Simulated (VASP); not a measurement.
Input of a VASP 6.6.1 run:

INCAR

```
ALGO = Normal
EDIFF = 1E-7
ENCUT = 520
GGA = PE
ISIF = 2
ISMEAR = -1
LASPH = True
LCHARG = False
LREAL = False
LWAVE = False
NBANDS = 15
NELM = 60
PREC = Accurate
SIGMA = 0.06122561905347299
```

The input KPOINTS:

```
k-points
0
Gamma
  20 20 20
```

Contents of POSCAR:

```
CaO
1.0
    0.0000000000      2.3829309104      2.3829309104
    2.3829309104      0.0000000000      2.3829309104
    2.3829309104      2.3829309104      0.0000000000
Ca O
1 1
Direct
    0.0000000000      0.0000000000      0.0000000000
    0.5000000000      0.5000000000      0.5000000000
```

Potentials or basis: VASP PAW PBE potentials, release 64 (Ca_sv, O).

Launch:

```bash
$ cat potpaw_PBE.64/Ca_sv/POTCAR potpaw_PBE.64/O/POTCAR > POTCAR
$ mpirun -np 1 vasp_std > vasp.out
```

Q: Predict the pressure.

A: 5.3 GPa.

Q: Estimate the band gap on the k mesh.

A: 3.63 eV (least direct gap 4.00 eV).

Caveat: the cell stands under pressure. A k mesh can miss the band edges.
